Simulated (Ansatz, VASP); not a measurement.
**One calculation of Al7C, two programs**

```
CELL_PARAMETERS angstrom
-3.13494 3.13494 3.13494
3.13494 -3.13494 3.13494
3.13494 3.13494 -3.13494
ATOMIC_POSITIONS crystal
Al 0.00000 0.50000 0.50000
Al 0.50000 0.50000 0.00000
Al 0.50000 0.00000 0.50000
Al 0.00000 0.00000 0.50000
Al 0.00000 0.50000 0.00000
Al 0.50000 0.00000 0.00000
Al 0.50000 0.50000 0.50000
C 0.00000 0.00000 0.00000
```

Change from the starting cell: species swapped into the Fe7Co type (Im-3m, No. 229).

Alike in both runs: functional PBE; k mesh 8 × 8 × 8; occupations gaussian, width 0.1 eV; no spin polarisation.

Ansatz relaxed the structure, and its values are those at the end. VASP's run is a single point on that final structure, the one shown.

|  | VASP | Ansatz |
| --- | --- | --- |
| version | VASP 6.6.1 | Ansatz 0.2.0 |
| potentials or method | VASP PAW PBE potentials, release 64 (Al, C), cutoff 520 eV | scalar-relativistic, plane waves, PAW |
| valence electrons in the cell | 25 | 25 |

|  | VASP | Ansatz | Ansatz less VASP |
| --- | --- | --- | --- |
| gap on the k mesh at the Fermi level (eV) | none | none | - |
| pressure (GPa) | 0.0 | 0.0 | +0.02 |

A gap of «none» marks a metal or a gap that the smearing closes. With one functional, cell and mesh, what is left measures potentials, basis and numerics.
